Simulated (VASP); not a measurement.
Wanted: the native input for a VASP 6.6.1 run.

| Item | Value |
| --- | --- |
| Task | single point |
| Functional | PBE |
| Potentials or basis | VASP PAW PBE potentials, release 64 (Si, N, Ti_sv) |
| Cutoff | 520 eV |
| k mesh | 1 × 1 × 1, shifted |
| Occupations | fermi-dirac, width 0.01 eV |
| Spin | no spin polarisation |
| Dipole correction | no |
| Further INCAR settings | LREAL = Auto; ALGO = Normal; EDIFF = 1e-06; NBANDS = 90 |

The structure of TiSi12N16 (a cell with a defect) lies in POSCAR:

```
TiSi12N16
1.0
    7.6633883300      0.0000000000      0.0000000000
   -3.8316941700      6.6366889800      0.0000000000
    0.0000000000      0.0000000000      5.8522780000
Si N Ti
12 16 1
Direct
    0.2254320575      0.8249803504      0.3743684083
    0.4070817804      0.2320450762      0.1318710424
    0.8222759887      0.5887589447      0.1276795121
    0.1758306653      0.4181363641      0.3774851434
    0.5940686051      0.7664354945      0.3750604465
    0.7729923355      0.1750219128      0.1296390910
    0.2349952143      0.8139346316      0.8742067619
    0.4016864755      0.2296270030      0.6216329778
    0.8212392937      0.5838546920      0.6233335122
    0.1511113440      0.3807928935      0.8800439760
    0.5865922779      0.7581877070      0.8749504039
    0.7698657864      0.1732454246      0.6231732327
    0.3372423319      0.6760575964      0.3756501315
    0.6633589305      0.3272829278      0.1291577399
    0.9647593412      0.6695279850      0.3757301003
    0.2902209529      0.9668952424      0.1185483670
    0.6620436612      0.6901069214      0.1246924702
    0.3326326560      0.3086204591      0.3753782715
    0.0267759716      0.3580389268      0.1401819941
    0.7006786660      0.0269898138      0.3756342402
    0.3279868194      0.6531276384      0.8733805879
    0.6598831868      0.3245791699      0.6268582935
    0.9642322919      0.6679871565      0.8756873819
    0.2895780835      0.9657760096      0.6302749118
    0.6679007855      0.6941342308      0.6254636229
    0.3270060488      0.2921679780      0.8784635658
    0.0265305174      0.3495291111      0.6168319413
    0.7193268267      0.0272140220      0.8761593349
    0.0426377931      0.0116820300     -0.1331713907
```

One way to write it, as run:

INCAR

```
  ALGO = Normal
  EDIFF = 1E-6
  ENCUT = 520
  GGA = PE
  ISIF = 2
  ISMEAR = -1
  LASPH = True
  LCHARG = True
  LELF = True
  LREAL = Auto
  LVHAR = True
  LWAVE = False
  NBANDS = 90
  NELM = 80
  PREC = Accurate
  SIGMA = 0.01
```

KPOINTS

```
Automatic mesh
0
Gamma
  1 1 1
  0.25 0.25 0.25
```

Potentials or basis: VASP PAW PBE potentials, release 64 (Si, N, Ti_sv).

Run with:

```sh
$ cat potpaw_PBE.64/Si/POTCAR potpaw_PBE.64/N/POTCAR potpaw_PBE.64/Ti_sv/POTCAR > POTCAR
$ mpirun -np 1 vasp_std > vasp.out
```

It gave:

```yaml
Pressure: 3.6 GPa
Largest_force: 0.360 eV/Å
Band_gap_on_the_k_mesh: 0.17 eV
```

Caveat: semilocal functionals underestimate gaps, and a narrow one can read as zero.

It took 4.9 min on 1 thread of Intel(R) Xeon(R) Platinum 8488C (Sapphire Rapids) (shared host), peak memory 0.47 GiB.
